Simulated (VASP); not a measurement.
A run of VASP 6.6.1 is set up as follows.

Contents of INCAR:

```
PREC = Accurate
ENCUT = 520
EDIFF = 1E-6
ISMEAR = -1
SIGMA = 0.03
LREAL = False
LASPH = True
NELM = 150
ALGO = Normal
ISIF = 2
LWAVE = False
LCHARG = False
ISPIN = 2
MAGMOM = 4 0
LORBIT = 11
LMAXMIX = 4
GGA = PS
NBANDS = 22
```

Contents of KPOINTS:

```
Automatic mesh
0
Gamma
  14 14 11
```

The input POSCAR:

```
MnIr
1.0
    2.5304982826      0.0000000000      0.0000000000
    0.0000000000      2.5304982826      0.0000000000
    0.0000000000      0.0000000000      3.3818616242
Mn Ir
1 1
Direct
    0.5000000000      0.5000000000      0.5000000000
    0.0000000000      0.0000000000      0.0000000000
```

Potentials or basis: VASP PAW PBE potentials, release 64 (Mn_pv, Ir).

Launch:

```console
$ cat potpaw_PBE.64/Mn_pv/POTCAR potpaw_PBE.64/Ir/POTCAR > POTCAR
$ mpirun -np 1 vasp_std > vasp.out
```

(1) Predict the net moment.

(2) Estimate the pressure.

(3) Predict the site moments.

Answers

(1) 0.30 μB per cell.

(2) 60.8 GPa.

(3) Mn +0.31; Ir -0.02 μB.

Caveat: the stress differs along the axes, from 58 to 67 GPa; the PAW data sets were made with another functional, which shifts forces and pressure a little.
